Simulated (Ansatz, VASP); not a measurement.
Two plane-wave programs on Rb3AlAs2

```
Rb Al As
1.0
     5.53144    0.00000    0.00000
    -2.76572    4.79037    0.00000
     0.00000    0.00000    8.58363
Rb Al As
3 1 2
Direct
  0.33333 0.66667 0.50000
  0.66667 0.33333 0.50000
  0.00000 0.00000 0.00000
  0.00000 0.00000 0.50000
  0.00000 0.00000 0.70934
  0.00000 0.00000 0.29066
```

Alike in both runs: task single point; functional PBE; k mesh 6 × 6 × 2; occupations gaussian, width 0.1 eV; no spin polarisation.

|  | VASP | Ansatz |
| --- | --- | --- |
| version | VASP 6.6.1 | Ansatz 0.2.0 |
| potentials or method | VASP PAW PBE potentials, release 64 (Rb_sv, Al, As), cutoff 520 eV | scalar-relativistic, plane waves, PAW |
| valence electrons in the cell | 40 | 60 |

```tsv
	VASP	Ansatz	Ansatz less VASP
gap on the k mesh at the Fermi level (eV)	none	none	-
pressure (GPa)	24.3	24.1	-0.18
traceless stress, the component that is largest in VASP (GPa)	38.82	38.63	-0.189
rms of the force components (eV/Å)	3.652	3.637	-0.0150
```

Atom by atom the forces differ by 0.015 eV/Å (rms over components). A gap of «none» marks a metal or a gap that the smearing closes. VASP's potentials hold 40 valence electrons a cell and Ansatz's 60, so a difference there can come from the potentials and not from the codes.

The k mesh is coarse, so the values compare programs but aren't converged.
